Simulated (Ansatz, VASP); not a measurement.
**One calculation of Se, two programs**

File INCAR:

```
ALGO = Normal ; EDIFF = 1E-6
ENCUT = 520 ; GGA = PE
ISIF = 2 ; ISMEAR = -1
LASPH = T ; LCHARG = F
LREAL = F ; LWAVE = F
NBANDS = 16 ; NELM = 100
PREC = Accurate ; SIGMA = 0.05
```

KPOINTS

```
k-points
0
Gamma
  7 7 6
```

The input POSCAR:

```
Se
1.0
    4.4405871758      0.0000000000      0.0000000000
   -2.2202935879      3.8456613020      0.0000000000
    0.0000000000      0.0000000000      5.0465226839
Se
3
Direct
    0.7830000000      0.7830000000      0.5000000000
    0.0000000000      0.2170000000      0.8333333333
    0.2170000000      0.0000000000      0.1666666667
```

File input.yaml:

```yaml
crystal:
  lattice:
    - [4.4405871758, 0.0, 0.0]
    - [-2.2202935879, 3.845661302, 0.0]
    - [0.0, 0.0, 5.0465226839]
  atoms:
    - { symbol: Se, position: [0.783, 0.783, 0.5] }
    - { symbol: Se, position: [0.0, 0.217, 0.8333333333] }
    - { symbol: Se, position: [0.217, 0.0, 0.1666666667] }
kpoints:
  mp_grid: { grid: [7, 7, 6] }
scf:
  occupations: { method: fermi_dirac, width: 0.05 }
hamiltonian:
  xc: pbe
  pseudopotentials: { kind: all_electron, lapw: { basis_error: 0.001 } }
output:
  forces: true
  stress: true
  eigenvalues: true
```

Change from the starting cell: volume scaled by 1.06.

Alike in both runs: task single point; functional PBE; k mesh 7 × 7 × 6; occupations fermi-dirac, width 0.05 eV; no spin polarisation.

|  | VASP | Ansatz |
| --- | --- | --- |
| version | VASP 6.6.1 | Ansatz 0.2.0 |
| potentials or method | VASP PAW PBE potentials, release 64 (Se), cutoff 520 eV | all-electron LAPW, scalar-relativistic |

```tsv
	VASP	Ansatz	Ansatz less VASP
gap on the k mesh at the Fermi level (eV)	1.10	1.12	+0.022
least direct gap on the mesh (eV)	1.31	1.34	+0.023
pressure (GPa)	2.0	1.9	-0.13
traceless stress, the component that is largest in VASP (GPa)	0.39	0.33	-0.060
rms of the force components (eV/Å)	0.292	0.269	-0.0226
```

Atom by atom the forces differ by 0.023 eV/Å (rms over components). Ansatz ran all-electron here, and VASP with PAW potentials.
